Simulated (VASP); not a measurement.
Wanted: the native input for a VASP 6.6.1 run.

* Task: single point
* Functional: PBE
* Potentials or basis: VASP PAW PBE potentials, release 64 (Fe)
* Cutoff: 520 eV
* k mesh: 12 × 12 × 12
* Occupations: gaussian, width 0.15 eV
* Spin: collinear spin, ferromagnetic start
* Starting moments: [2.44] μB
* Dipole correction: no
* Further INCAR settings: ALGO = Normal; EDIFF = 1e-06; NBANDS = 14

The structure of Fe lies in POSCAR:

```
Fe
1.0
   -1.2718392041      1.2718392041      1.8479823636
    1.2718392041     -1.2718392041      1.8479823636
    1.2718392041      1.2718392041     -1.8479823636
Fe
1
Direct
    0.0000000000      0.0000000000      0.0000000000
```

This cell differs from its parent crystal: volume 11.957 Å^3 an atom, c/a of the conventional cell 1.4530.

These files were run (other wordings do the same):

INCAR

```
SYSTEM = Fe
PREC = Accurate
ENCUT = 520
EDIFF = 1E-6
ISMEAR = 0
SIGMA = 0.15
LREAL = .False.
LASPH = .True.
NELM = 150
ALGO = Normal
ISIF = 2
LWAVE = .False.
LCHARG = .False.
ISPIN = 2
MAGMOM = 2.44
LORBIT = 11
LMAXMIX = 4
GGA = PE
NBANDS = 14
```

KPOINTS

```
regular mesh
0
Gamma
  12 12 12
  0 0 0
```

Potentials or basis: VASP PAW PBE potentials, release 64 (Fe).

The run is started by

```bash
$ cat potpaw_PBE.64/Fe/POTCAR > POTCAR
$ mpirun -np 1 vasp_std > vasp.out
```

Results of the run:

The pressure is -0.1 GPa. The net moment is 2.53 μB per cell. The site moments are Fe +2.53 μB and the valence electrons inside the program's atomic spheres are Fe 7.17.

It took 11 min on 1 thread of AMD EPYC 7R43 64-Core Processor (Zen 3), on a shared host, peak memory 0.12 GiB.
